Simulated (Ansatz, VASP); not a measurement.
## One calculation of MoS2, two programs

Contents of INCAR:

```
SYSTEM = MoS2
PREC = Accurate ; ENCUT = 520
EDIFF = 1E-6 ; ISMEAR = 0
SIGMA = 0.1 ; LREAL = .FALSE.
LASPH = .TRUE. ; NELM = 60
ALGO = Normal ; ISIF = 2
LWAVE = .FALSE. ; LCHARG = .TRUE.
GGA = PE ; LELF = .TRUE.
LVHAR = .TRUE. ; NBANDS = 20
```

Contents of KPOINTS:

```
Automatic mesh
0
G
  10 10 10
  0 0 0
```

Contents of POSCAR:

```
MoS2
1.0
    1.5800000000      0.9122100000      6.1500000000
   -1.5800000000      0.9122100000      6.1500000000
    0.0000000000     -1.8244300000      6.1500000000
Mo S
1 2
Direct
    0.0000000000      0.0000000000      0.0000000000
    0.2500000000      0.2500000000      0.2500000000
    0.4170000000      0.4170000000      0.4170000000
```

Input for Ansatz:

```yaml
crystal:
  lattice:
    - [1.58, 0.91221, 6.15]
    - [-1.58, 0.91221, 6.15]
    - [0.0, -1.82443, 6.15]
  atoms:
    - { symbol: Mo, position: [0.0, 0.0, 0.0] }
    - { symbol: S, position: [0.25, 0.25, 0.25] }
    - { symbol: S, position: [0.417, 0.417, 0.417] }
kpoints:
  mp_grid:
    grid: [10, 10, 10]
hamiltonian:
  xc: pbe
  pseudopotentials:
    kind: paw
scf:
  occupations:
    method: gaussian
    width: 0.1
output:
  stress: true
```

Alike in both runs: task single point; functional PBE; k mesh 10 × 10 × 10; occupations gaussian, width 0.1 eV; no spin polarisation.

```csv
,VASP,Ansatz
version,VASP 6.6.1,Ansatz 0.2.0
potentials or method,"VASP PAW PBE potentials, release 64 (Mo_sv, S)","plane waves, PAW"
plane-wave cutoff (eV),520,420
valence electrons in the cell,26,26
```

```tsv
	VASP	Ansatz	Ansatz less VASP
pressure (GPa)	5.2	5.4	+0.14
traceless stress, the component that is largest in VASP (GPa)	1.56	1.60	+0.044
```
